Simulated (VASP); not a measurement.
Write the native input for VASP 6.6.1 that does the following.

| Property | Result |
| --- | --- |
| Task | single point |
| Functional | r2SCAN |
| Potentials or basis | VASP PAW PBE potentials, release 64 (Au) |
| Cutoff | 520 eV |
| k mesh | 12 × 12 × 7 |
| Occupations | fermi-dirac, width 0.1 eV |
| Spin | non-collinear spin, zero start, spin-orbit coupling |
| Starting moments | [[0.0, 0.0, 0.0], [0.0, 0.0, 0.0]] μB |
| Dipole correction | no |
| Further INCAR settings | ALGO = Normal; EDIFF = 1e-06; NBANDS = 34 |

Crystal: Au.

```
Au
1.0
     2.89109    0.00000    0.00000
    -1.44555    2.50376    0.00000
     0.00000    0.00000    4.85080
Au
2
Cartesian
  0.0000 1.6692 1.2127
  1.4455 0.8346 3.6381
```

This isn't the form of Au at room conditions, which is fcc.

One way to write it, as run:

POSCAR

```
Au
1.0
    2.8910946025      0.0000000000      0.0000000000
   -1.4455473012      2.5037613705      0.0000000000
    0.0000000000      0.0000000000      4.8507964676
Au
2
Direct
    0.3333333333      0.6666666667      0.2500000000
    0.6666666667      0.3333333333      0.7500000000
```

INCAR.step1

```
SYSTEM = Au
PREC = Accurate
ENCUT = 520
ISMEAR = -1
SIGMA = 0.1
LREAL = .False.
LASPH = .True.
NELM = 150
MAGMOM = 0 0 0 0 0 0
LSORBIT = .True.
GGA_COMPAT = .False.
LMAXMIX = 4
NBANDS = 34
GGA = PE
ALGO = Normal
EDIFF = 1E-4
LWAVE = .True.
LCHARG = .False.
```

INCAR.step2

```
SYSTEM = Au
PREC = Accurate
ENCUT = 520
EDIFF = 1E-6
ISMEAR = -1
SIGMA = 0.1
LREAL = .False.
LASPH = .True.
NELM = 150
ALGO = Normal
ISIF = 2
LWAVE = .False.
LCHARG = .False.
MAGMOM = 0 0 0 0 0 0
LORBIT = 11
LSORBIT = .True.
GGA_COMPAT = .False.
LORBMOM = .True.
LMAXMIX = 4
METAGGA = R2SCAN
LMIXTAU = .True.
NBANDS = 34
ISTART = 1
```

KPOINTS

```
Automatic mesh
0
Gamma
  12 12 7
  0 0 0
```

Potentials or basis: VASP PAW PBE potentials, release 64 (Au).

Command:

```sh
$ cat potpaw_PBE.64/Au/POTCAR > POTCAR
$ cp INCAR.step1 INCAR
$ mpirun -np 1 vasp_ncl > vasp.out
$ cp INCAR.step2 INCAR
$ mpirun -np 1 vasp_ncl > vasp.out
```

It gave:

```json
{"Pressure": "-0.6 GPa", "Net moment": "0.00 μB per cell", "Valence electrons inside the program's atomic spheres": "Au 9.65"}
```

Caveat: the PAW data sets were made with another functional, which shifts forces and pressure a little.

Wall time 27 min on 1 thread of Oxide Virtual Turin-like Processor (shared host), peak memory 0.32 GiB.
